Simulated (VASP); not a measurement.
# TaN in VASP: further runs

Runs on TaN. Level: PBEsol. Tasks: electric field gradients.

All numbers are computed with VASP 6.6.1; they aren't measurements. Logs are shortened: lines on timing, memory, paths and dates and some standing lists are left out, and cuts for length are marked.

## Step 1: The cell of the first run

Symmetry: Fm-3m, No. 225, cubic system. Conventional cell: a = 4.415 Å, b = 4.415 Å, c = 4.415 Å, α = 90.00°, β = 90.00°, γ = 90.00°. Within 2.9 Å of Ta (site symmetry m-3m) lie 6 N at 2.21 Å. Within 2.9 Å of N (site symmetry m-3m) lie 6 Ta at 2.21 Å.

## Step 2: Electric field gradients, PBEsol (volume scaled by 1.04)

Input file INCAR:

```
PREC = Accurate
ENCUT = 520
EDIFF = 1E-8
ISMEAR = -1
SIGMA = 0.02
LREAL = False
LASPH = True
NELM = 120
ALGO = Normal
ISIF = 2
LWAVE = False
LCHARG = False
GGA = PS
LEFG = True
NBANDS = 15
GGA_COMPAT = False
```

Input file KPOINTS:

```
Automatic mesh
0
Gamma
  9 9 9
```

Input file POSCAR:

```
TaN
1.0
    0.0000000000      2.2076743409      2.2076743409
    2.2076743409      0.0000000000      2.2076743409
    2.2076743409      2.2076743409      0.0000000000
Ta N
1 1
Direct
    0.5000000000      0.5000000000      0.5000000000
    0.0000000000      0.0000000000      0.0000000000
```

Potentials or basis: VASP PAW PBE potentials, release 64 (Ta_pv, N).

Started as:

```console
> cat potpaw_PBE.64/Ta_pv/POTCAR potpaw_PBE.64/N/POTCAR > POTCAR
> mpirun -np 1 vasp_std > vasp.out
```

OUTCAR:

```text
PREC = Accurate
   ENCUT = 520
   EDIFF = 1E-8
   ISMEAR = -1
   LREAL = False
   LASPH = True
   NELM = 120
   ISIF = 2
   GGA = PS

 ion  position               nearest neighbor table
   1  0.500  0.500  0.500-   2 2.21   2 2.21   2 2.21   2 2.21   2 2.21   2 2.21
   2  0.000  0.000  0.000-   1 2.21   1 2.21   1 2.21   1 2.21   1 2.21   1 2.21

  LATTYP: Found a face centered cubic cell.
 ALAT       =     4.4153486818

  Lattice vectors:

 A1 = (   0.0000000000,   2.2076743409,   2.2076743409)
 A2 = (   2.2076743409,   0.0000000000,   2.2076743409)
 A3 = (   2.2076743409,   2.2076743409,   0.0000000000)

Analysis of symmetry for initial positions (statically):
=====================================================================
 Subroutine PRICEL returns:
 Original cell was already a primitive cell.

 Routine SETGRP: Setting up the symmetry group for a
 face centered cubic supercell.

 Subroutine GETGRP returns: Found 48 space group operations
 (whereof 48 operations were pure point group operations)
 out of a pool of 48 trial point group operations.

The static configuration has the point symmetry O_h .

Analysis of symmetry for dynamics (positions and initial velocities):
=====================================================================
 Subroutine PRICEL returns:
 Original cell was already a primitive cell.

 Routine SETGRP: Setting up the symmetry group for a
 face centered cubic supercell.

 Subroutine GETGRP returns: Found 48 space group operations
 (whereof 48 operations were pure point group operations)
 out of a pool of 48 trial point group operations.

The dynamic configuration has the point symmetry O_h .

 Subroutine INISYM returns: Found 48 space group operations
 (whereof 48 operations are pure point group operations),
 and found     1 'primitive' translations

----------------------------------------------------------------------------------------

                                     Primitive cell

  volume of cell :      21.5196

  direct lattice vectors                    reciprocal lattice vectors
     0.000000000  2.207674341  2.207674341    -0.226482679  0.226482679  0.226482679
     2.207674341  0.000000000  2.207674341     0.226482679 -0.226482679  0.226482679
     2.207674341  2.207674341  0.000000000     0.226482679  0.226482679 -0.226482679

  length of vectors
     3.122122994  3.122122994  3.122122994     0.392279508  0.392279508  0.392279508

  position of ions in fractional coordinates (direct lattice)
     0.500000000  0.500000000  0.500000000
     0.000000000  0.000000000  0.000000000

  ion indices of the primitive-cell ions
   primitive index   ion index
                 1           1
                 2           2

----------------------------------------------------------------------------------------

 KPOINTS: Automatic mesh

Automatic generation of k-mesh.
 Grid dimensions read from file:
 generate k-points for:    9    9    9

 Generating k-lattice:

  Cartesian coordinates                     Fractional coordinates (reciprocal lattice)
    -0.025164742  0.025164742  0.025164742     0.111111111  0.000000000  0.000000000
     0.025164742 -0.025164742  0.025164742     0.000000000  0.111111111  0.000000000
     0.025164742  0.025164742 -0.025164742     0.000000000  0.000000000  0.111111111

  Length of vectors
     0.043586612  0.043586612  0.043586612

  Shift w.r.t. Gamma in fractional coordinates (k-lattice)
     0.000000000  0.000000000  0.000000000

 Subroutine IBZKPT returns following result:
 ===========================================

 Found     35 irreducible k-points:

 Following reciprocal coordinates:
            Coordinates               Weight
  0.000000  0.000000  0.000000      1.000000
  0.111111  0.000000  0.000000      8.000000
  0.222222  0.000000  0.000000      8.000000
  0.333333  0.000000  0.000000      8.000000
  0.444444  0.000000  0.000000      8.000000
  0.111111  0.111111  0.000000      6.000000
[... 16 lines left out ...]
 -0.333333  0.333333  0.000000     12.000000
  0.444444  0.444444  0.000000      6.000000
 [... further k-points ...]
   k-points           NKPTS =     35   k-points in BZ     NKDIM =     35   number of bands    NBANDS=     15
   number of dos      NEDOS =    301   number of ions     NIONS =      2
   total plane-waves  NPLWV =  13824
   dimension x,y,z NGX =    24 NGY =   24 NGZ =   24
   dimension x,y,z NGXF=    48 NGYF=   48 NGZF=   48
   ions per type =               1   1
   NGX,Y,Z   is equivalent  to a cutoff of  12.78, 12.78, 12.78 a.u.
   NGXF,Y,Z  is equivalent  to a cutoff of  25.56, 25.56, 25.56 a.u.
 SYSTEM =  unknown system
   PREC   = accura    normal or accurate (medium, high low for compatibility)
   ISTART =      0    job   : 0-new  1-cont  2-samecut
   ICHARG =      2    charge: 1-file 2-atom 10-const
   ISPIN  =      1    spin polarized calculation?
   LNONCOLLINEAR =      F non collinear calculations
   LSORBIT =      F    spin-orbit coupling
   LASPH  =      T    aspherical Exc in radial PAW
   ENCUT  =  520.0 eV  38.22 Ry    6.18 a.u.   5.81  5.81  5.81*2*pi/ulx,y,z
   NELM   =    120;   NELMIN=  2; NELMDL= -5     # of ELM steps
   EDIFF  = 0.1E-07   stopping-criterion for ELM
   LREAL  =      F    real-space projection
   EDIFFG = 0.1E-06   stopping-criterion for IOM
   NSW    =      0    number of steps for IOM
   IBRION =     -1    ionic relax: 0-MD 1-quasi-New 2-CG
   NFREE  =      0    steps in history (QN), initial steepest desc. (CG)
   ISIF   =      2    stress and relaxation
   ISYM   =      2    0-nonsym 1-usesym 2-fastsym
   POTIM  = 0.5000    time-step for ionic-motion
   TEBEG  =    0.0;   TEEND  =   0.0 temperature during run
   PSTRESS=    0.0 pullay stress
   NELECT =      16.0000    total number of electrons
   NUPDOWN=      -1.0000    fix difference up-down
   EMIN   =  10.00;   EMAX   =-10.00  energy-range for DOS
   EFERMI =   0.00;   METHOD = LEGACY
   ISMEAR =    -1;   SIGMA  =   0.02  broadening in eV -4-tet -1-fermi 0-gaus
   EFERMI_NEDOS =   21; number of points for ismear=-14 and -15
   IALGO  =     38    algorithm
   IMIX   =      4    mixing-type and parameters
     AMIX     =   0.40;   BMIX     =  1.00
     AMIX_MAG =   1.60;   BMIX_MAG =  1.00
  volume/ion in A,a.u.               =      10.76        72.61
  Fermi-wavevector in a.u.,A,eV,Ry     =   1.483098  2.802649 29.927094  2.199579
  Thomas-Fermi vector in A             =   2.596802
   LORBIT       =      0    0 simple, 1 ext, 2 COOP (PROOUT), +10 PAW based schemes
   GGA     = PS    functional components
   LHFCALC =     F    Hartree Fock is set to
   AEXX    =    0.0000 exact exchange contribution
   IVDW    =     0    specifies the selected vdW correction
   LEPSILON=     F    determine dielectric tensor
   LRPA    =     F    only Hartree local field effects (RPA)
 non-spin polarized calculation
  energy-cutoff  :      520.00
  volume of cell :       21.52
 maximum number of plane-waves:       589
   NGX = 11   NGY = 11   NGZ = 11

 number of electron      16.0000003 magnetization

 Free energy of the ion-electron system (eV)
  ---------------------------------------------------
  ext. energy  EPLUGINS =         0.00000000
  ---------------------------------------------------
  free energy    TOTEN  =       -23.20076186 eV

  energy without entropy =      -23.19958811  energy(sigma->0) =      -23.20017499

 E-fermi :   9.1319     XC(G=0): -13.5243

 val. band max:        9.0340632313   @ k =  -0.4444   0.2222   0.1111
 cond. band min:       9.1662194308   @ k =  -0.2222   0.2222   0.0000
 fundamental gap:      0.1321561995
 Fermi energy:         9.1319187069

 k-point     1 :       0.0000    0.0000    0.0000
  band No.  band energies     occupation
      1     -26.4954      2.00000
      2     -26.4954      2.00000
      3     -26.4954      2.00000
      4      -9.4658      2.00000
      5       5.4821      2.00000
      6       5.4821      2.00000
      7       5.4821      2.00000
      8       7.1431      2.00000
      9       7.1431      2.00000
     10       7.1431      2.00000
     11       9.2602      0.00328
     12       9.2602      0.00328
     13      10.6805      0.00000
     14      18.6121      0.00000
[... 401 lines left out ...]
      2     -26.7615      2.00000
      3     -26.7615      2.00000
      4      -8.1547      2.00000
      5       2.3916      2.00000
      6       3.8945      2.00000
      7       4.6201      2.00000
      8       4.6201      2.00000
      9      11.2122      0.00000
     10      12.6808      0.00000
     11      12.6808      0.00000
     12      13.5286      0.00000
     13      16.1969      0.00000
     14      18.3209      0.00000
     15      21.5792      0.00000

 [... further k-points ...]

------------------------ aborting loop because EDIFF is reached ----------------------------------------

  FORCE on cell =-STRESS in cart. coord.  units (eV):
  Direction    XX          YY          ZZ          XY          YZ          ZX
  --------------------------------------------------------------------------------------
  -------------------------------------------------------------------------------------
  Total       -1.1209920     -1.1209920     -1.1209920     -0.0000000     -0.0000000      0.0000000
  in kB      -83.4599374    -83.4599374    -83.4599374     -0.0000000     -0.0000000      0.0000000
  external PRESSURE =     -83.4599374 kB  Pullay stress =       0.0000000 kB

 VOLUME and BASIS-vectors are now :
 -----------------------------------------------------------------------------
  energy-cutoff  :      520.00
  volume of cell :       21.52
      direct lattice vectors                 reciprocal lattice vectors
     0.000000000  2.207674341  2.207674341    -0.226482679  0.226482679  0.226482679
     2.207674341  0.000000000  2.207674341     0.226482679 -0.226482679  0.226482679
     2.207674341  2.207674341  0.000000000     0.226482679  0.226482679 -0.226482679

 POSITION                                       TOTAL-FORCE (eV/Angst)
 -----------------------------------------------------------------------------------
      2.20767      2.20767      2.20767         0.000000     -0.000000      0.000000
      0.00000      0.00000      0.00000        -0.000000      0.000000     -0.000000
 -----------------------------------------------------------------------------------
    total drift:                                0.000000     -0.000000     -0.000000

  FREE ENERGIE OF THE ION-ELECTRON SYSTEM (eV)
  ---------------------------------------------------
  free  energy   TOTEN  =       -23.2007618650 eV

  energy  without entropy=      -23.1995881145  energy(sigma->0) =      -23.20017499

 Electric field gradients (V/A^2)
---------------------------------------------------------------------
 ion       V_xx      V_yy      V_zz      V_xy      V_xz      V_yz
---------------------------------------------------------------------
   1      -0.000     0.000    -0.000    -0.000    -0.000    -0.000
   2      -0.000     0.000     0.000     0.000     0.000     0.000
---------------------------------------------------------------------

 Electric field gradients after diagonalization (V/A^2)
 (convention: |V_zz| > |V_xx| > |V_yy|)
----------------------------------------------------------------------
 ion       V_xx      V_yy      V_zz     asymmetry (V_yy - V_xx)/ V_zz
----------------------------------------------------------------------
   1       0.000     0.000    -0.000       0.000
   2      -0.000    -0.000     0.001       0.000
----------------------------------------------------------------------

           NMR quadrupolar parameters

 Cq : quadrupolar parameter    Cq=e*Q*V_zz/h
 eta: asymmetry parameters     (V_yy - V_xx)/ V_zz
 Q  : nuclear electric quadrupole moment in mb (millibarn)
----------------------------------------------------------------------
 ion       Cq(MHz)       eta       Q (mb)
----------------------------------------------------------------------
   1      -0.000       0.000       1.000
   2       0.000       0.000       1.000
----------------------------------------------------------------------
```

Wall time 10 s (1 thread of Intel Xeon 6975P-C, shared host); peak memory 0.14 GiB.

What came out:

```yaml
Free_energy: -23.2008 eV
Pressure: -8.3 GPa
Band_gap_on_the_k_mesh: zero (band 8 reaches 10.77 eV, above the bottom of band 9 at 7.14 eV)
```

Caveat: without QUAD_EFG the Cq values of the log hold for a quadrupole moment of 1 mb, not for the nuclei; the PAW data sets were made with another functional, which shifts forces and pressure a little; spin-orbit coupling is left out, which moves the levels of the heavy elements.

[end of part 1 of 2]
